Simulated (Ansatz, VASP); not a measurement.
# Two plane-wave programs on GeS

```
Ge S
1.0
    10.83200    0.00000    0.00000
     0.00000    3.59097    0.00000
     0.00000    0.00000    4.54640
Ge S
4 4
Direct
  0.87165 0.25000 0.36430
  0.12835 0.75000 0.63570
  0.62835 0.75000 0.86430
  0.37165 0.25000 0.13570
  0.65531 0.25000 0.51292
  0.34469 0.75000 0.48708
  0.84469 0.75000 0.01292
  0.15531 0.25000 0.98708
```

Alike in both runs: functional r2SCAN; k mesh 4 × 8 × 6; occupations gaussian, width 0.02 eV; no spin polarisation.

Ansatz relaxed the structure, and its values are those at the end. VASP's run is a single point on that final structure, the one shown.

```csv
,VASP,Ansatz
version,VASP 6.6.1,Ansatz 0.2.0
potentials or method,"VASP PAW PBE potentials, release 64 (Ge_d, S), cutoff 550 eV","scalar-relativistic, plane waves, PAW"
valence electrons in the cell,80,80
```

```tsv
	VASP	Ansatz	Ansatz less VASP
gap on the k mesh at the Fermi level (eV)	1.36	1.36	-0.001
least direct gap on the mesh (eV)	1.36	1.36	-0.001
pressure (GPa)	0.0	0.0	+0.01
```

VASP's potentials were made for PBE, not for r2SCAN.
